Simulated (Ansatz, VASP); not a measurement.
## WS2: VASP beside Ansatz

```
W S
1.0
     3.12394    0.00000    0.00000
    -1.56197    2.70541    0.00000
     0.00000    0.00000   16.93754
W S
1 2
Direct
  0.33333 0.66667 0.00040
  0.66667 0.33333 0.90599
  0.66667 0.33333 0.09169
```

Change from the starting cell: mode 4 frozen in at +0.000 Å and mode 9 at -0.020 Å (largest displacements).

Alike in both runs: task single point; functional PBEsol; dispersion D3(BJ); k mesh 12 × 12 × 2; occupations gaussian, width 0.05 eV; no spin polarisation.

|  | VASP | Ansatz |
| --- | --- | --- |
| version | VASP 6.6.1 | Ansatz 0.2.0 |
| potentials or method | VASP PAW PBE potentials, release 64 (W_sv, S), cutoff 520 eV | scalar-relativistic, plane waves, PAW |
| valence electrons in the cell | 26 | 26 |

VASP gave:

| Item | Value |
| --- | --- |
| gap on the k mesh at the Fermi level (eV) | 1.99 |
| least direct gap on the mesh (eV) | 2.04 |
| rms of the force components (eV/Å) | 0.370 |

Problem. Which values does Ansatz return?

Solution. gap on the k mesh at the Fermi level (eV): 1.98; least direct gap on the mesh (eV): 2.04; rms of the force components (eV/Å): 0.369.

VASP's potentials were made for PBE, not for PBEsol, and Ansatz warns of the same on its side. Atom by atom the forces differ by 0.010 eV/Å (rms over components).

Spin-orbit coupling is off throughout.
